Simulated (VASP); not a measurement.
## P: relaxation of shape and atoms at fixed volume with r2SCAN+D3(BJ)

P:

```xyz
2
Lattice="1.7179 0.9918 3.0226 -1.7179 0.9918 3.0226 0.0000 -1.9837 3.0226" Properties=species:S:1:pos:R:3 pbc="T T T"
P     0.0000    0.0000    2.0788
P     0.0000    0.0000    6.9889
```

* Program: VASP 6.6.1
* Task: relaxation of shape and atoms at fixed volume
* Functional: r2SCAN
* Dispersion: D3(BJ)
* Potentials or basis: VASP PAW PBE potentials, release 64 (P)
* Cutoff: 600 eV
* k mesh: 16 × 16 × 16
* Occupations: gaussian, width 0.05 eV
* Spin: no spin polarisation
* Dipole correction: no
* Further INCAR settings: ALGO = Normal; EDIFF = 1e-06; IBRION = 2; EDIFFG = -0.01; NSW = 60; ISIF = 4

The energy gained by relaxing is 0.1 meV/atom. The ionic steps are 3, the pressure after relaxing is 0.0 GPa and the largest force after relaxing is 0.003 eV/Å. The band gap on the k mesh is zero (band 5 reaches 10.14 eV, above the bottom of band 6 at 9.07 eV) and the dispersion energy per atom is -0.214 eV.

Forces in eV/Å, atoms in the order of the input:
```
P    0.000  0.000  0.003
P    0.000  0.000 -0.003
```

The path:
| step | energy change (eV) | largest force (eV/Å) | pressure (GPa) | volume (Å³) |
| --- | --- | --- | --- | --- |
| 1 | 0.0000 | 0.0096 | 0.16 | 30.90 |
| 2 | -0.0001 | 0.0065 | 0.10 | 30.90 |
| 3 | -0.0001 | 0.0033 | 0.02 | 30.90 |

Final structure:
```yaml
crystal:
  lattice:
    - [1.72002, 0.99306, 3.01507]
    - [-1.72002, 0.99306, 3.01507]
    - [0.00000, -1.98611, 3.01507]
  atoms:
    - { symbol: P, position: [0.22936, 0.22936, 0.22936] }
    - { symbol: P, position: [0.77064, 0.77064, 0.77064] }
```

Levels at points of the mesh, in eV from the Fermi level:
```
           k point  band 3  band 4  band 5  band 6  band 7  band 8
(0.00, 0.00, 0.00)   -3.32   -3.32   -3.10    1.68    2.95    2.95
(0.50, 0.00, 0.00)   -4.11   -3.50   -0.98    0.11    0.12    0.59
(0.50, 0.50, 0.00)   -7.47   -6.11   -5.99    0.12    6.91    8.10
(0.50, 0.50, 0.50)   -3.19   -3.19   -0.57   -0.57    0.28    2.38
```

It took 14 min on 1 thread of Intel Xeon 6975P-C (shared host), peak memory 0.27 GiB.

Caveat: the PAW data sets were made with another functional, which shifts forces and pressure a little; pairwise dispersion overbinds metals, which lowers pressure and volume.
